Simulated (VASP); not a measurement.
# ZnO (P6_3mc) in VASP: further runs

The runs below take ZnO through single point, relaxation of cell and atoms, with r2SCAN.

Program: VASP 6.6.1. These are calculated values, not measurements. Logs are shortened: lines on timing, memory, paths and dates and some standing lists are left out, and cuts for length are marked.

**What was measured.**

From “Electronic structure of alkaline earth and post-transition metal oxides”, 2009, arxiv:0908.1581, for a bulk crystal of ZnO: band gap 3.37 eV.

How close the calculation comes is told below.

**1. The cell of the first run**

It takes space group P6_3mc (No. 186, hexagonal). The conventional cell has a = 3.235 Å, b = 3.235 Å, c = 5.211 Å, α = 90.00°, β = 90.00°, γ = 120.00°. Zn (site symmetry 3m) has 4 O at 1.97 to 1.98 Å within 2.6 Å. Within 2.6 Å of O (site symmetry 3m) lie 4 Zn at 1.97 to 1.98 Å.

**2. Single point, r2SCAN**

Input file POSCAR:

```
ZnO
1.0
    3.2353498560      0.0000000000      0.0000000000
   -1.6176749280      2.8018951654      0.0000000000
    0.0000000000      0.0000000000      5.2111861262
Zn O
2 2
Direct
    0.3333333333      0.6666666667      0.0016965028
    0.6666666667      0.3333333333      0.5016965028
    0.3333333333      0.6666666667      0.3813034972
    0.6666666667      0.3333333333      0.8813034972
```

Input file INCAR.step1:

```
ALGO = Normal
EDIFF = 1E-4
ENCUT = 520
GGA = PE
ISMEAR = 0
LASPH = True
LCHARG = False
LREAL = False
LWAVE = True
NBANDS = 26
NELM = 100
PREC = Accurate
SIGMA = 0.02
```

Input file INCAR.step2:

```
ALGO = Normal
EDIFF = 1E-6
ENCUT = 520
ISIF = 2
ISMEAR = 0
ISTART = 1
LASPH = True
LCHARG = False
LMIXTAU = True
LREAL = False
LWAVE = False
METAGGA = R2SCAN
NBANDS = 26
NELM = 100
PREC = Accurate
SIGMA = 0.02
```

Input file KPOINTS:

```
k-points
0
Gamma
  9 9 6
```

Potentials or basis: VASP PAW PBE potentials, release 64 (Zn, O).

On the command line:

```bash
> cat potpaw_PBE.64/Zn/POTCAR potpaw_PBE.64/O/POTCAR > POTCAR
> cp INCAR.step1 INCAR
> mpirun -np 1 vasp_std > vasp.out
> cp INCAR.step2 INCAR
> mpirun -np 1 vasp_std > vasp.out
```

OUTCAR:

```text
EDIFF = 1E-6
   ENCUT = 520
   ISIF = 2
   ISMEAR = 0
   ISTART = 1
   LASPH = True
   LREAL = False
   METAGGA = R2SCAN
   NELM = 100
   PREC = Accurate

 ion  position               nearest neighbor table
   1  0.333  0.667  0.002-   4 1.97   4 1.97   4 1.97   3 1.98
   2  0.667  0.333  0.502-   3 1.97   3 1.97   3 1.97   4 1.98
   3  0.333  0.667  0.381-   2 1.97   2 1.97   2 1.97   1 1.98
   4  0.667  0.333  0.881-   1 1.97   1 1.97   1 1.97   2 1.98

  LATTYP: Found a hexagonal cell.
 ALAT       =     3.2353498560
 C/A-ratio  =     1.6107025077

  Lattice vectors:

 A1 = (   3.2353498560,   0.0000000000,   0.0000000000)
 A2 = (  -1.6176749280,   2.8018951654,   0.0000000000)
 A3 = (   0.0000000000,   0.0000000000,   5.2111861262)

Analysis of symmetry for initial positions (statically):
=====================================================================
 Subroutine PRICEL returns:
 Original cell was already a primitive cell.

 Routine SETGRP: Setting up the symmetry group for a
 hexagonal supercell.

 Subroutine GETGRP returns: Found 12 space group operations
 (whereof  6 operations were pure point group operations)
 out of a pool of 24 trial point group operations.

The static configuration has the point symmetry C_3v.
 The point group associated with its full space group is C_6v.

Analysis of symmetry for dynamics (positions and initial velocities):
=====================================================================
 Subroutine PRICEL returns:
 Original cell was already a primitive cell.

 Routine SETGRP: Setting up the symmetry group for a
 hexagonal supercell.

 Subroutine GETGRP returns: Found 12 space group operations
 (whereof  6 operations were pure point group operations)
 out of a pool of 24 trial point group operations.

The dynamic configuration has the point symmetry C_3v.
 The point group associated with its full space group is C_6v.

 Subroutine INISYM returns: Found 12 space group operations
 (whereof  6 operations are pure point group operations),
 and found     1 'primitive' translations

----------------------------------------------------------------------------------------

                                     Primitive cell

  volume of cell :      47.2400

  direct lattice vectors                    reciprocal lattice vectors
     3.235349856  0.000000000  0.000000000     0.309085584  0.178450645  0.000000000
    -1.617674928  2.801895165  0.000000000     0.000000000  0.356901290  0.000000000
     0.000000000  0.000000000  5.211186126     0.000000000  0.000000000  0.191894892

  length of vectors
     3.235349856  3.235349856  5.211186126     0.356901290  0.356901290  0.191894892

  position of ions in fractional coordinates (direct lattice)
     0.333333333  0.666666667  0.001696503
     0.666666667  0.333333333  0.501696503
     0.333333333  0.666666667  0.381303497
     0.666666667  0.333333333  0.881303497

  ion indices of the primitive-cell ions
   primitive index   ion index
                 1           1
                 2           2
                 3           3
                 4           4

----------------------------------------------------------------------------------------

 KPOINTS: k-points

Automatic generation of k-mesh.
 Grid dimensions read from file:
 generate k-points for:    9    9    6

 Generating k-lattice:

  Cartesian coordinates                     Fractional coordinates (reciprocal lattice)
     0.034342843  0.019827849  0.000000000     0.111111111  0.000000000  0.000000000
     0.000000000  0.039655699  0.000000000     0.000000000  0.111111111  0.000000000
     0.000000000  0.000000000  0.031982482     0.000000000  0.000000000  0.166666667

  Length of vectors
     0.039655699  0.039655699  0.031982482

  Shift w.r.t. Gamma in fractional coordinates (k-lattice)
     0.000000000  0.000000000  0.000000000

 Subroutine IBZKPT returns following result:
 ===========================================

 Found     48 irreducible k-points:

 Following reciprocal coordinates:
            Coordinates               Weight
  0.000000  0.000000  0.000000      1.000000
  0.111111  0.000000  0.000000      6.000000
  0.222222 -0.000000  0.000000      6.000000
  0.333333  0.000000  0.000000      6.000000
  0.444444 -0.000000  0.000000      6.000000
  0.111111  0.111111  0.000000      6.000000
[... 16 lines left out ...]
  0.333333  0.222222  0.166667     24.000000
  0.333333  0.333333  0.166667      4.000000
 [... further k-points ...]
   k-points           NKPTS =     48   k-points in BZ     NKDIM =     48   number of bands    NBANDS=     26
   number of dos      NEDOS =    301   number of ions     NIONS =      4
   total plane-waves  NPLWV =  23040
   dimension x,y,z NGX =    24 NGY =   24 NGZ =   40
   dimension x,y,z NGXF=    48 NGYF=   48 NGZF=   80
   ions per type =               2   2
   NGX,Y,Z   is equivalent  to a cutoff of  12.33, 12.33, 12.76 a.u.
   NGXF,Y,Z  is equivalent  to a cutoff of  24.66, 24.66, 25.52 a.u.
 SYSTEM =  unknown system
   PREC   = accura    normal or accurate (medium, high low for compatibility)
   ISTART =      1    job   : 0-new  1-cont  2-samecut
   ICHARG =      0    charge: 1-file 2-atom 10-const
   ISPIN  =      1    spin polarized calculation?
   LNONCOLLINEAR =      F non collinear calculations
   LSORBIT =      F    spin-orbit coupling
   LASPH  =      T    aspherical Exc in radial PAW
   ENCUT  =  520.0 eV  38.22 Ry    6.18 a.u.   6.02  6.02  9.69*2*pi/ulx,y,z
   NELM   =    100;   NELMIN=  2; NELMDL=  0     # of ELM steps
   EDIFF  = 0.1E-05   stopping-criterion for ELM
   LREAL  =      F    real-space projection
   EDIFFG = 0.1E-04   stopping-criterion for IOM
   NSW    =      0    number of steps for IOM
   IBRION =     -1    ionic relax: 0-MD 1-quasi-New 2-CG
   NFREE  =      0    steps in history (QN), initial steepest desc. (CG)
   ISIF   =      2    stress and relaxation
   ISYM   =      2    0-nonsym 1-usesym 2-fastsym
   POTIM  = 0.5000    time-step for ionic-motion
   TEBEG  =    0.0;   TEEND  =   0.0 temperature during run
   PSTRESS=    0.0 pullay stress
   NELECT =      36.0000    total number of electrons
   NUPDOWN=      -1.0000    fix difference up-down
   EMIN   =  10.00;   EMAX   =-10.00  energy-range for DOS
   EFERMI =   0.00;   METHOD = LEGACY
   ISMEAR =     0;   SIGMA  =   0.02  broadening in eV -4-tet -1-fermi 0-gaus
   EFERMI_NEDOS =   21; number of points for ismear=-14 and -15
   IALGO  =     38    algorithm
   IMIX   =      4    mixing-type and parameters
     AMIX     =   0.40;   BMIX     =  1.00
     AMIX_MAG =   1.60;   BMIX_MAG =  1.00
  volume/ion in A,a.u.               =      11.81        79.70
  Fermi-wavevector in a.u.,A,eV,Ry     =   1.495337  2.825777 30.423074  2.236033
  Thomas-Fermi vector in A             =   2.607495
   LORBIT       =      0    0 simple, 1 ext, 2 COOP (PROOUT), +10 PAW based schemes
   METAGGA = R2SCAN    functional components
   LHFCALC =     F    Hartree Fock is set to
   AEXX    =    0.0000 exact exchange contribution
   IVDW    =     0    specifies the selected vdW correction
   LEPSILON=     F    determine dielectric tensor
   LRPA    =     F    only Hartree local field effects (RPA)
 non-spin polarized calculation
 Gauss-broadening in eV      SIGMA  =   0.02
  energy-cutoff  :      520.00
  volume of cell :       47.24
 maximum number of plane-waves:      1296
   NGX = 13   NGY = 13   NGZ = 19

 number of electron      36.0000026 magnetization

 Free energy of the ion-electron system (eV)
  ---------------------------------------------------
  ext. energy  EPLUGINS =         0.00000000
  ---------------------------------------------------
  free energy    TOTEN  =       -36.31647948 eV

  energy without entropy =      -36.31647948  energy(sigma->0) =      -36.31647948

 E-fermi :   1.0441     XC(G=0): -11.7060

 val. band max:        0.9183238508   @ k =   0.0000   0.0000   0.0000
 cond. band min:       2.1530980562   @ k =   0.0000   0.0000   0.0000
 fundamental gap:      1.2347742054
 Fermi energy:         1.0440908788

 k-point     1 :       0.0000    0.0000    0.0000
  band No.  band energies     occupation
      1     -18.2268      2.00000
      2     -17.5307      2.00000
      3      -4.9395      2.00000
      4      -4.9394      2.00000
      5      -4.8832      2.00000
      6      -4.8361      2.00000
[... 18 lines left out ...]
     25      16.0367      0.00000
     26      16.0369      0.00000

 k-point     2 :       0.1111    0.0000    0.0000
  band No.  band energies     occupation
      1     -18.1616      2.00000
      2     -17.5018      2.00000
      3      -5.0128      2.00000
      4      -4.8984      2.00000
      5      -4.8416      2.00000
      6      -4.7716      2.00000
[... 18 lines left out ...]
     25      16.0302      0.00000
     26      16.1902      0.00000

 k-point     3 :       0.2222   -0.0000    0.0000
  band No.  band energies     occupation
      1     -17.9875      2.00000
      2     -17.4325      2.00000
      3      -5.1543      2.00000
      4      -4.8288      2.00000
      5      -4.8008      2.00000
      6      -4.6854      2.00000
[... 18 lines left out ...]
     25      15.1501      0.00000
     26      16.1173      0.00000

 k-point     4 :       0.3333    0.0000    0.0000
  band No.  band energies     occupation
      1     -17.7669      2.00000
      2     -17.3681      2.00000
      3      -5.2277      2.00000
      4      -4.8706      2.00000
      5      -4.7087      2.00000
      6      -4.5029      2.00000
[... 18 lines left out ...]
     25      15.1859      0.00000
     26      15.9612      0.00000

 k-point     5 :       0.4444   -0.0000    0.0000
  band No.  band energies     occupation
      1     -17.5941      2.00000
      2     -17.3499      2.00000
      3      -5.1753      2.00000
      4      -4.9209      2.00000
      5      -4.6632      2.00000
      6      -4.3123      2.00000
[... 18 lines left out ...]
     25      14.9533      0.00000
     26      16.1346      0.00000

 k-point     6 :       0.1111    0.1111    0.0000
  band No.  band energies     occupation
      1     -18.0417      2.00000
      2     -17.4527      2.00000
      3      -5.0858      2.00000
      4      -4.8937      2.00000
      5      -4.7808      2.00000
      6      -4.7397      2.00000
[... 427 lines left out ...]
 k-point    21 :       0.4444    0.1111    0.1667
  band No.  band energies     occupation
      1     -17.5272      2.00000
      2     -17.3630      2.00000
      3      -5.1364      2.00000
      4      -4.9240      2.00000
      5      -4.6584      2.00000
      6      -4.3527      2.00000
[... 18 lines left out ...]
     25      14.4802      0.00000
     26      15.8113      0.00000

 k-point    22 :       0.2222    0.2222    0.1667
  band No.  band energies     occupation
      1     -17.6379      2.00000
      2     -17.3688      2.00000
      3      -5.0457      2.00000
      4      -4.9794      2.00000
      5      -4.6203      2.00000
      6      -4.5574      2.00000
[... 18 lines left out ...]
     25      13.5727      0.00000
     26      16.9105      0.00000

 k-point    23 :       0.3333    0.2222    0.1667
  band No.  band energies     occupation
      1     -17.4963      2.00000
      2     -17.3635      2.00000
      3      -4.9995      2.00000
      4      -4.7856      2.00000
      5      -4.6207      2.00000
      6      -4.4404      2.00000
[... 18 lines left out ...]
     25      14.3599      0.00000
     26      16.0155      0.00000

 k-point    24 :       0.3333    0.3333    0.1667
  band No.  band energies     occupation
      1     -17.4048      2.00000
      2     -17.4048      2.00000
      3      -4.9362      2.00000
      4      -4.6501      2.00000
      5      -4.6501      2.00000
      6      -4.3150      2.00000
[... 18 lines left out ...]
     25      15.0115      0.00000
     26      16.2750      0.00000

 [... further k-points ...]

------------------------ aborting loop because EDIFF is reached ----------------------------------------

  FORCE on cell =-STRESS in cart. coord.  units (eV):
  Direction    XX          YY          ZZ          XY          YZ          ZX
  --------------------------------------------------------------------------------------
  -------------------------------------------------------------------------------------
  Total        0.2720060      0.2720060      0.2999588      0.0000000      0.0000000      0.0000000
  in kB        9.2252770      9.2252770     10.1733133      0.0000000      0.0000000      0.0000000
  external PRESSURE =       9.5412891 kB  Pullay stress =       0.0000000 kB

 VOLUME and BASIS-vectors are now :
 -----------------------------------------------------------------------------
  energy-cutoff  :      520.00
  volume of cell :       47.24
      direct lattice vectors                 reciprocal lattice vectors
     3.235349856  0.000000000  0.000000000     0.309085584  0.178450645  0.000000000
    -1.617674928  2.801895165  0.000000000     0.000000000  0.356901290  0.000000000
     0.000000000  0.000000000  5.211186126     0.000000000  0.000000000  0.191894892

 POSITION                                       TOTAL-FORCE (eV/Angst)
 -----------------------------------------------------------------------------------
     -0.00000      1.86793      0.00884        -0.000000      0.000000     -0.012201
      1.61767      0.93397      2.61443        -0.000000     -0.000000     -0.012201
     -0.00000      1.86793      1.98704         0.000000      0.000000      0.012201
      1.61767      0.93397      4.59264         0.000000     -0.000000      0.012201
 -----------------------------------------------------------------------------------
    total drift:                               -0.000000      0.000000     -0.086257

  FREE ENERGIE OF THE ION-ELECTRON SYSTEM (eV)
  ---------------------------------------------------
  free  energy   TOTEN  =       -36.3164794838 eV

  energy  without entropy=      -36.3164794838  energy(sigma->0) =      -36.31647948
```

Run time: 87 s. Hardware: 1 thread of Intel Xeon 6975P-C (Granite Rapids), shared host; peak memory 0.19 GiB.

Results:

```yaml
Free_energy: -36.3165 eV
Pressure: 1.0 GPa
Largest_force: 0.012 eV/Å
Band_gap_on_the_k_mesh: 1.23 eV
```

Forces on the atoms (eV/Å):
```
Zn   0.000  0.000 -0.012
Zn   0.000  0.000 -0.012
O    0.000  0.000  0.012
O    0.000  0.000  0.012
```

Stress tensor (GPa, compression positive):
```
0.92 0.00 0.00
0.00 0.92 0.00
0.00 0.00 1.02
```

Caveat: the PAW data sets were made with another functional, which shifts forces and pressure a little.

(Part 1 of 2 ends here.)
